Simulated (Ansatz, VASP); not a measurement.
# Li2S: VASP beside Ansatz

```
CELL_PARAMETERS angstrom
0.00000 2.89156 2.89156
2.89156 0.00000 2.89156
2.89156 2.89156 0.00000
ATOMIC_POSITIONS crystal
Li 0.25000 0.25000 0.25000
Li 0.75000 0.75000 0.75000
S 0.00000 0.00000 0.00000
```

Change from the starting cell: volume scaled by 1.04, crystal datasets.

Alike in both runs: task electric field gradients; functional LDA; k mesh 7 × 7 × 7; occupations fermi-dirac, width 0.02 eV; no spin polarisation.

|  | VASP | Ansatz |
| --- | --- | --- |
| version | VASP 6.6.1 | Ansatz 0.2.0 |
| potentials or method | VASP PAW LDA potentials, release 64 (Li_sv, S), cutoff 650 eV | all-electron PAW with datasets made for the crystal, scalar-relativistic |

```csv
,VASP,Ansatz,Ansatz less VASP
gap on the k mesh at the Fermi level (eV),3.34,3.34,0.000
pressure (GPa),-4.3,-4.2,+0.14
```

LDA's correlation is that of Perdew and Zunger in VASP and of Perdew and Wang (1992) in Ansatz. Ansatz ran all-electron here, and VASP with PAW potentials.
